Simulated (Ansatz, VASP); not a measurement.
# One calculation of Mg8HO8, two programs

```xyz
17
Lattice="0.0000 4.2410 4.2410 4.2410 0.0000 4.2410 4.2410 4.2410 0.0000" Properties=species:S:1:pos:R:3 pbc="T T T"
Mg    0.0150    0.0134   -0.0112
Mg    2.1081    2.1065   -0.0111
Mg    2.1197    0.0017    2.1250
Mg    4.2562    2.1062    2.1370
Mg    0.0032    2.1182    2.1250
Mg    2.1079    4.2545    2.1369
Mg    2.1196    2.1181    4.2414
Mg    4.2443    4.2427    4.2414
O     2.0737    2.0722    2.1709
O     4.2902    4.2887    2.1710
O     4.2451    2.1173    4.2406
O     6.3149    4.2885    4.1956
O     2.1189    4.2435    4.2407
O     4.2901    6.3133    4.1955
O     4.2451    4.2435    6.3668
O     6.3599    6.3583    6.3668
H     3.1823    3.1803    1.0635
```

Alike in both runs: functional PBE; dispersion D3(BJ); k mesh 3 × 3 × 3; occupations fermi-dirac, width 0.05 eV; collinear spin.

Ansatz relaxed the structure, and its values are those at the end. VASP's run is a single point on that final structure, the one shown.

```csv
,VASP,Ansatz
version,VASP 6.6.1,Ansatz 0.2.0
potentials or method,"VASP PAW PBE potentials, release 64 (Mg, O, H), cutoff 520 eV","scalar-relativistic, plane waves, PAW"
valence electrons in the cell,65,129
```

VASP gave:

```
rms of the force components (eV/Å)                            : 0.013
net moment per atom (μB)                                      : 0.05
size of the moment on the site where the two differ most (μB) : 0.26
```

What did Ansatz give for the same quantities?

rms of the force components (eV/Å): 0.011; net moment per atom (μB): 0.05; size of the moment on the site where the two differ most (μB): 0.39.

Site moments also hang on the region over which each program counts them. VASP's potentials hold 65 valence electrons a cell and Ansatz's 129, so a difference there can come from the potentials and not from the codes.

The k mesh is coarse, so the values compare programs but aren't converged.
